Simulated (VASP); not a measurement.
# C (Cmme) in VASP: single point with LDA

Aim: the single point of C with LDA.

Everything below comes from runs of VASP 6.6.1. Logs are shortened: lines on timing, memory, paths and dates and some standing lists are left out, and cuts for length are marked.

### 1 The cell of the first run

The structure is orthorhombic, space group Cmme (No. 67). Conventional cell: a = 2.456 Å, b = 4.254 Å, c = 7.173 Å, α = 90.00°, β = 90.00°, γ = 90.00°. Within 1.9 Å of C (site symmetry m) lie 3 C at 1.42 Å.

### 2 Single point, LDA

The input, INCAR:

```
PREC = Accurate
ENCUT = 520
EDIFF = 1E-6
ISMEAR = 1
SIGMA = 0.0759
LREAL = False
LASPH = True
NELM = 80
ALGO = Normal
ISIF = 2
LWAVE = False
LCHARG = False
GGA = CA
NBANDS = 16
```

The input, KPOINTS:

```
regular mesh
0
Gamma
  16 16 5
```

The input, POSCAR:

```
C
1.0
    1.2280500000     -2.1270600000      0.0000000000
    1.2280500000      2.1270600000      0.0000000000
    0.0000000000      0.0000000000      7.1732700000
C
4
Direct
    0.0833800000      0.9166200000      0.7531400000
    0.5833800000      0.4166200000      0.2468600000
    0.9166200000      0.0833800000      0.2468600000
    0.4166200000      0.5833800000      0.7531400000
```

Potentials or basis: VASP PAW LDA potentials, release 64 (C).

Run with:

```sh
$ cat potpaw_LDA.64/C/POTCAR > POTCAR
$ mpirun -np 1 vasp_std > vasp.out
```

OUTCAR:

```text
PREC = Accurate
   ENCUT = 520
   EDIFF = 1E-6
   ISMEAR = 1
   LREAL = False
   LASPH = True
   NELM = 80
   ISIF = 2
   GGA = CA

 ion  position               nearest neighbor table
   1  0.083  0.917  0.753-   4 1.42   4 1.42   4 1.42
   2  0.583  0.417  0.247-   3 1.42   3 1.42   3 1.42
   3  0.917  0.083  0.247-   2 1.42   2 1.42   2 1.42
   4  0.417  0.583  0.753-   1 1.42   1 1.42   1 1.42

  LATTYP: Found a hexagonal cell.
 ALAT       =     2.4561129954
 C/A-ratio  =     2.9205781711

  Lattice vectors:

 A1 = (   1.2280500000,  -2.1270600000,   0.0000000000)
 A2 = (   1.2280500000,   2.1270600000,   0.0000000000)
 A3 = (   0.0000000000,   0.0000000000,   7.1732700000)

Analysis of symmetry for initial positions (statically):
=====================================================================
 Subroutine PRICEL returns:
 Original cell was already a primitive cell.

 Routine SETGRP: Setting up the symmetry group for a
 hexagonal supercell.

 Subroutine GETGRP returns: Found  8 space group operations
 (whereof  4 operations were pure point group operations)
 out of a pool of 24 trial point group operations.

The static configuration has the point symmetry C_2h.
 The point group associated with its full space group is D_2h.

Analysis of symmetry for dynamics (positions and initial velocities):
=====================================================================
 Subroutine PRICEL returns:
 Original cell was already a primitive cell.

 Routine SETGRP: Setting up the symmetry group for a
 hexagonal supercell.

 Subroutine GETGRP returns: Found  8 space group operations
 (whereof  4 operations were pure point group operations)
 out of a pool of 24 trial point group operations.

The dynamic configuration has the point symmetry C_2h.
 The point group associated with its full space group is D_2h.

 Subroutine INISYM returns: Found  8 space group operations
 (whereof  4 operations are pure point group operations),
 and found     1 'primitive' translations

----------------------------------------------------------------------------------------

                                     Primitive cell

  volume of cell :      37.4751

  direct lattice vectors                    reciprocal lattice vectors
     1.228050000 -2.127060000  0.000000000     0.407149546 -0.235066242  0.000000000
     1.228050000  2.127060000  0.000000000     0.407149546  0.235066242  0.000000000
     0.000000000  0.000000000  7.173270000     0.000000000  0.000000000  0.139406435

[... 90 lines left out ...]
   NSW    =      0    number of steps for IOM
   IBRION =     -1    ionic relax: 0-MD 1-quasi-New 2-CG
   NFREE  =      0    steps in history (QN), initial steepest desc. (CG)
   ISIF   =      2    stress and relaxation
   ISYM   =      2    0-nonsym 1-usesym 2-fastsym
   POTIM  = 0.5000    time-step for ionic-motion
   TEBEG  =    0.0;   TEEND  =   0.0 temperature during run
   PSTRESS=    0.0 pullay stress
   NELECT =      16.0000    total number of electrons
   NUPDOWN=      -1.0000    fix difference up-down
   EMIN   =  10.00;   EMAX   =-10.00  energy-range for DOS
   EFERMI =   0.00;   METHOD = LEGACY
   ISMEAR =     1;   SIGMA  =   0.08  broadening in eV -4-tet -1-fermi 0-gaus
   EFERMI_NEDOS =   21; number of points for ismear=-14 and -15
   IALGO  =     38    algorithm
   IMIX   =      4    mixing-type and parameters
     AMIX     =   0.40;   BMIX     =  1.00
     AMIX_MAG =   1.60;   BMIX_MAG =  1.00
  volume/ion in A,a.u.               =       9.37        63.22
  Fermi-wavevector in a.u.,A,eV,Ry     =   1.232728  2.329518 20.675654  1.519618
  Thomas-Fermi vector in A             =   2.367486
   LORBIT       =      0    0 simple, 1 ext, 2 COOP (PROOUT), +10 PAW based schemes
   GGA     = CA    functional components
   LHFCALC =     F    Hartree Fock is set to
   AEXX    =    0.0000 exact exchange contribution
   IVDW    =     0    specifies the selected vdW correction
   LEPSILON=     F    determine dielectric tensor
   LRPA    =     F    only Hartree local field effects (RPA)
 non-spin polarized calculation
 Methfessel and Paxton  Order N= 1 SIGMA  =   0.08
  energy-cutoff  :      520.00
  volume of cell :       37.48
 maximum number of plane-waves:      1030
   NGX =  9   NGY =  9   NGZ = 27

 number of electron      15.9999996 magnetization

 Free energy of the ion-electron system (eV)
  ---------------------------------------------------
  ext. energy  EPLUGINS =         0.00000000
  ---------------------------------------------------
  free energy    TOTEN  =       -40.42991645 eV

  energy without entropy =      -40.42997843  energy(sigma->0) =      -40.42993711

 E-fermi :   3.7919     XC(G=0): -10.3384

 val. band max:        3.7479320953   @ k =  -0.3125  -0.3750   0.0000
 cond. band min:       4.2279415128   @ k =   0.3125   0.3125   0.0000
 fundamental gap:      0.4800094175
 Fermi energy:         3.7919212686

 k-point     1 :       0.0000    0.0000    0.0000
  band No.  band energies     occupation
      1     -15.4264      2.00000
      2     -15.2370      2.00000
      3      -4.3644      2.00000
      4      -2.9058      2.00000
      5       1.0206      2.00000
      6       1.0266      2.00000
[... 433 lines left out ...]
      3      -2.9002      2.00000
      4      -2.5407      2.00000
      5      -2.4983      2.00000
      6      -1.5239      2.00000
[... 8 lines left out ...]
     15      16.0285      0.00000
     16      16.1399      0.00000

 [... further k-points ...]

------------------------ aborting loop because EDIFF is reached ----------------------------------------

  FORCE on cell =-STRESS in cart. coord.  units (eV):
  Direction    XX          YY          ZZ          XY          YZ          ZX
  --------------------------------------------------------------------------------------
  -------------------------------------------------------------------------------------
  Total       -0.9515233     -1.0161718     -0.2695472      0.0000000     -0.0000000      0.0000000
  in kB      -40.6805723    -43.4444938    -11.5239771      0.0000000     -0.0000000      0.0000000
  external PRESSURE =     -31.8830144 kB  Pullay stress =       0.0000000 kB

 VOLUME and BASIS-vectors are now :
 -----------------------------------------------------------------------------
  energy-cutoff  :      520.00
  volume of cell :       37.48
      direct lattice vectors                 reciprocal lattice vectors
     1.228050000 -2.127060000  0.000000000     0.407149546 -0.235066242  0.000000000
     1.228050000  2.127060000  0.000000000     0.407149546  0.235066242  0.000000000
     0.000000000  0.000000000  7.173270000     0.000000000  0.000000000  0.139406435

 POSITION                                       TOTAL-FORCE (eV/Angst)
 -----------------------------------------------------------------------------------
      1.22805      1.77235      5.40248         0.000000      0.016025     -0.003595
      1.22805     -0.35471      1.77079         0.000000      0.016025      0.003595
      1.22805     -1.77235      1.77079         0.000000     -0.016025      0.003595
      1.22805      0.35471      5.40248         0.000000     -0.016025     -0.003595
 -----------------------------------------------------------------------------------
    total drift:                                0.000000     -0.000000     -0.000000

  FREE ENERGIE OF THE ION-ELECTRON SYSTEM (eV)
  ---------------------------------------------------
  free  energy   TOTEN  =       -40.4299164474 eV

  energy  without entropy=      -40.4299784270  energy(sigma->0) =      -40.42993711
```

OSZICAR:

```text
N       E                     dE             d eps       ncg     rms          rms(c)
DAV:   1     0.311470645273E+02    0.31147E+02   -0.78894E+03  7032   0.919E+02
DAV:   2    -0.404724503270E+02   -0.71620E+02   -0.65693E+02  9944   0.190E+02
DAV:   3    -0.432445304207E+02   -0.27721E+01   -0.27584E+01  9072   0.351E+01
DAV:   4    -0.432704690717E+02   -0.25939E-01   -0.25925E-01  9032   0.414E+00
DAV:   5    -0.432709086948E+02   -0.43962E-03   -0.43961E-03  8832   0.511E-01    0.929E+00
DAV:   6    -0.411061230136E+02    0.21648E+01   -0.15450E+00  8336   0.767E+00    0.528E+00
DAV:   7    -0.404292422288E+02    0.67688E+00   -0.17598E+00  8728   0.835E+00    0.144E+00
DAV:   8    -0.404324747900E+02   -0.32326E-02   -0.93098E-02  8408   0.180E+00    0.357E-01
DAV:   9    -0.404300183379E+02    0.24565E-02   -0.33726E-03  8832   0.387E-01    0.125E-01
DAV:  10    -0.404299191804E+02    0.99158E-04   -0.64682E-04  8848   0.163E-01    0.668E-02
DAV:  11    -0.404299163970E+02    0.27834E-05   -0.23076E-05  8824   0.294E-02    0.126E-02
DAV:  12    -0.404299164474E+02   -0.50360E-07   -0.24367E-07  6200   0.404E-03
   1 F= -.40429916E+02 E0= -.40429937E+02  d E =0.619796E-04
```

Wall time 70 s (1 thread of Intel Xeon Platinum 8488C (Sapphire Rapids), shared host); peak memory 0.19 GiB.

Results:

| Property | Result |
| --- | --- |
| Free energy | -40.4299 eV |
| Pressure | -3.2 GPa |
| Largest force | 0.016 eV/Å |

Forces in eV/Å, atoms in the order of the input:
```
C    0.000  0.016 -0.004
C    0.000  0.016  0.004
C    0.000 -0.016  0.004
C    0.000 -0.016 -0.004
```

Caveat: the cell stands under tension.
